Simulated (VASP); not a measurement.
Here is a VASP 6.6.1 calculation.

Contents of POSCAR:

```
SiO2
1.0
    4.1854060871      0.0000000000      0.0000000000
    0.0000000000      4.2272601480      0.0000000000
    0.0000000000      0.0000000000      2.6687449852
Si O
2 4
Direct
    0.5000000000      0.5000000000      0.5000000000
    0.0000000000      0.0000000000      0.0000000000
    0.6938852015      0.6938852015      0.0000000000
    0.1938852015      0.8061147985      0.5000000000
    0.3061147985      0.3061147985      0.0000000000
    0.8061147985      0.1938852015      0.5000000000
```

Contents of INCAR.step1:

```
SYSTEM = SiO2
PREC     = Accurate       ! precision mode
ENCUT    = 520            ! plane-wave cutoff, eV
ISMEAR   = 0              ! smearing method
SIGMA    = 0.05           ! smearing width, eV
LREAL    = .FALSE.        ! projectors in reciprocal space
LASPH    = .TRUE.         ! aspherical terms in the spheres
NELM     = 80             ! most SCF steps
NBANDS   = 25             ! bands
GGA      = PE             ! functional
ALGO     = Normal         ! electronic algorithm
EDIFF    = 1E-4           ! SCF threshold, eV
LWAVE    = .TRUE.         ! write WAVECAR
LCHARG   = .FALSE.        ! write CHGCAR
```

The input INCAR.step2:

```
SYSTEM = SiO2
PREC     = Accurate       ! precision mode
ENCUT    = 520            ! plane-wave cutoff, eV
EDIFF    = 1E-6           ! SCF threshold, eV
ISMEAR   = 0              ! smearing method
SIGMA    = 0.05           ! smearing width, eV
LREAL    = .FALSE.        ! projectors in reciprocal space
LASPH    = .TRUE.         ! aspherical terms in the spheres
NELM     = 80             ! most SCF steps
ALGO     = Normal         ! electronic algorithm
ISIF     = 2              ! what is computed and relaxed
LWAVE    = .FALSE.        ! write WAVECAR
LCHARG   = .FALSE.        ! write CHGCAR
METAGGA  = R2SCAN         ! meta-GGA
LMIXTAU  = .TRUE.       
NBANDS   = 25             ! bands
ISTART   = 1
```

File KPOINTS:

```
regular mesh
0
G
  6 6 8
  0 0 0
```

Potentials or basis: VASP PAW PBE potentials, release 64 (Si, O).

Command:

```bash
$ cat potpaw_PBE.64/Si/POTCAR potpaw_PBE.64/O/POTCAR > POTCAR
$ cp INCAR.step1 INCAR
$ mpirun -np 1 vasp_std > vasp.out
$ cp INCAR.step2 INCAR
$ mpirun -np 1 vasp_std > vasp.out
```

**Question.** What does it give for the pressure?

**Answer.** -2.7 GPa.

**Question.** Predict the largest force.

**Answer.** 0.091 eV/Å.

**Question.** What does it give for the band gap on the k mesh?

**Answer.** 6.34 eV, direct.

Forces on the atoms (eV/Å):
```
Si   0.000  0.000  0.000
Si   0.000  0.000  0.000
O   -0.033 -0.085  0.000
O   -0.033  0.085  0.000
O    0.033  0.085  0.000
O    0.033 -0.085  0.000
```

Caveat: the cell differs from its parent crystal (strain +0.0100 x Voigt [0, 1, 0, 0, 0, 0]); the PAW data sets were made with another functional, which shifts forces and pressure a little. A k mesh can miss the band edges.
